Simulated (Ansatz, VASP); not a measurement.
One calculation of Si, two programs

```
CELL_PARAMETERS angstrom
0.00000 2.50434 2.83099
2.50434 0.00000 2.83099
2.50434 2.50434 0.00000
ATOMIC_POSITIONS crystal
Si 0.50000 0.50000 0.50000
Si 0.75000 0.75000 0.75000
```

Change from the starting cell: strain -0.080 along x and y, +0.040 along z, atoms carried along.

Alike in both runs: task single point; functional r2SCAN; k mesh 8 × 8 × 8; occupations gaussian, width 0.05 eV; no spin polarisation.

|  | VASP | Ansatz |
| --- | --- | --- |
| version | VASP 6.6.1 | Ansatz 0.2.0 |
| potentials or method | VASP PAW PBE potentials, release 64 (Si), cutoff 520 eV | scalar-relativistic, plane waves, PAW |
| valence electrons in the cell | 8 | 8 |

```tsv
	VASP	Ansatz	Ansatz less VASP
gap on the k mesh at the Fermi level (eV)	none	none	-
pressure (GPa)	14.9	15.2	+0.27
traceless stress, the component that is largest in VASP (GPa)	-10.27	-10.15	+0.125
```

VASP's potentials were made for PBE, not for r2SCAN. A gap of «none» marks a metal or a gap that the smearing closes. The functional is the same, so the differences come from potentials, cutoffs and numerics.
